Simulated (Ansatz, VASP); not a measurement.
# One calculation of HgTe, two programs

Contents of INCAR:

```
PREC     = Accurate       # precision mode
ENCUT    = 520            # plane-wave cutoff, eV
EDIFF    = 1E-6           # SCF threshold, eV
ISMEAR   = 0              # smearing method
SIGMA    = 0.15           # smearing width, eV
LREAL    = False          # projectors in reciprocal space
LASPH    = True           # aspherical terms in the spheres
NELM     = 100            # most SCF steps
ALGO     = Normal         # electronic algorithm
ISIF     = 2              # what is computed and relaxed
LWAVE    = False          # write WAVECAR
LCHARG   = True           # write CHGCAR
GGA      = PE             # functional
LELF     = True           # ELF
LVHAR    = True         
NBANDS   = 16             # bands
```

Contents of KPOINTS:

```
regular mesh
0
Gamma
  14 14 14
```

POSCAR

```
HgTe
1.0
    0.0000000000      3.2235000000      3.2718525000
    3.2235000000      0.0000000000      3.2718525000
    3.2235000000      3.2235000000      0.0000000000
Hg Te
1 1
Direct
    0.0000000000      0.0000000000      0.0000000000
    0.7500000000      0.7500000000      0.7500000000
```

Input for Ansatz:

```yaml
crystal:
  lattice:
    - [0.0, 3.2235, 3.2718525]
    - [3.2235, 0.0, 3.2718525]
    - [3.2235, 3.2235, 0.0]
  atoms:
    - { symbol: Hg, position: [0.0, 0.0, 0.0] }
    - { symbol: Te, position: [0.75, 0.75, 0.75] }
basis:
  ecutwfc: 420
kpoints:
  mp_grid: { grid: [14, 14, 14] }
hamiltonian:
  xc: pbe
scf:
  occupations: { method: gaussian, width: 0.15 }
output:
  forces: true
  stress: true
  eigenvalues: true
  write_density: true
  write_potential: true
  elf: true
  volumetric_format: npy
```

Change from the starting cell: strain +0.000 along x and y, +0.015 along z, atoms carried along.

Alike in both runs: task single point; functional PBE; k mesh 14 × 14 × 14; occupations gaussian, width 0.15 eV; no spin polarisation.

|  | VASP | Ansatz |
| --- | --- | --- |
| version | VASP 6.6.1 | Ansatz 0.2.0 |
| potentials or method | VASP PAW PBE potentials, release 64 (Hg, Te), cutoff 520 eV | scalar-relativistic, plane waves, PAW |
| valence electrons in the cell | 18 | 36 |

|  | VASP | Ansatz | Ansatz less VASP |
| --- | --- | --- | --- |
| gap on the k mesh at the Fermi level (eV) | none | none | - |
| pressure (GPa) | 3.3 | 3.3 | -0.07 |
| traceless stress, the component that is largest in VASP (GPa) | -0.13 | -0.13 | 0.000 |

A gap of «none» marks a metal or a gap that the smearing closes. VASP's potentials hold 18 valence electrons a cell and Ansatz's 36, so a difference there can come from the potentials and not from the codes.

Neither program's run includes spin-orbit coupling.
